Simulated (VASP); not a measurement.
Crystal: LiCl.

```
CELL_PARAMETERS angstrom
0.00000 2.56477 2.56477
2.56477 0.00000 2.56477
2.56477 2.56477 0.00000
ATOMIC_POSITIONS crystal
Cl 0.50000 0.50000 0.50000
Li 0.00000 0.00000 0.00000
```

Program: VASP 6.6.1. Alike in all runs: task single point; potentials or basis VASP PAW PBE potentials, release 64 (Cl, Li_sv); no spin polarisation; cell as given; cutoff (eV) 520.

Q: Order these runs on this cell by their band gap on the k mesh, lowest first.
A. level B3LYP; k mesh 5 × 5 × 5; smearing fermi-dirac 0.05 eV; share of exact exchange 0.2
B. level PBE-based screened hybrid with 25 % exact exchange; k mesh 5 × 5 × 5; smearing gaussian 0.05 eV; share of exact exchange 0.25; screening parameter 0.3 1/Å
C. level PBE0; k mesh 6 × 6 × 6; smearing fermi-dirac 0.05 eV; share of exact exchange 0.25
D. level HSE06; k mesh 6 × 6 × 6; smearing fermi-dirac 0.05 eV; share of exact exchange 0.25; screening parameter 0.2079 1/Å

A: B (7.49 eV), D (7.73 eV), A (8.19 eV), C (8.46 eV).

Caveats: some runs use coarse meshes.

A k mesh can miss the band edges, odd and even meshes differently.
